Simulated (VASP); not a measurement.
A run of VASP 6.6.1:

The input INCAR:

```
SYSTEM = Sb
PREC = Accurate
ENCUT = 520
EDIFF = 1E-6
ISMEAR = -1
SIGMA = 0.05
LREAL = .False.
LASPH = .True.
NELM = 60
ALGO = Normal
ISIF = 2
LWAVE = .False.
LCHARG = .False.
GGA = PS
NBANDS = 12
```

KPOINTS

```
Automatic mesh
0
Gamma
  8 8 8
  0 0 0
```

Contents of POSCAR:

```
Sb
1.0
    2.1542000000      1.2437300000      3.7580000000
   -2.1542000000      1.2437300000      3.7580000000
    0.0000000000     -2.4874600000      3.7580000000
Sb
2
Direct
    0.2334900000      0.2334900000      0.2334900000
    0.7665100000      0.7665100000      0.7665100000
```

Potentials or basis: VASP PAW PBE potentials, release 64 (Sb).

Launch:

```sh
$ cat potpaw_PBE.64/Sb/POTCAR > POTCAR
$ mpirun -np 1 vasp_std > vasp.out
```

Hardware: 1 thread of Intel(R) Xeon(R) Platinum 8259CL CPU @ 2.50GHz (Skylake/Cascade Lake), with other jobs on the host.

Q: Estimate the wall time of this run.

A: Wall time 35 s on 1 thread of Intel(R) Xeon(R) Platinum 8259CL CPU @ 2.50GHz (Skylake/Cascade Lake), on a shared host, peak memory 0.21 GiB. Counts: scf iterations 10, k points 65.
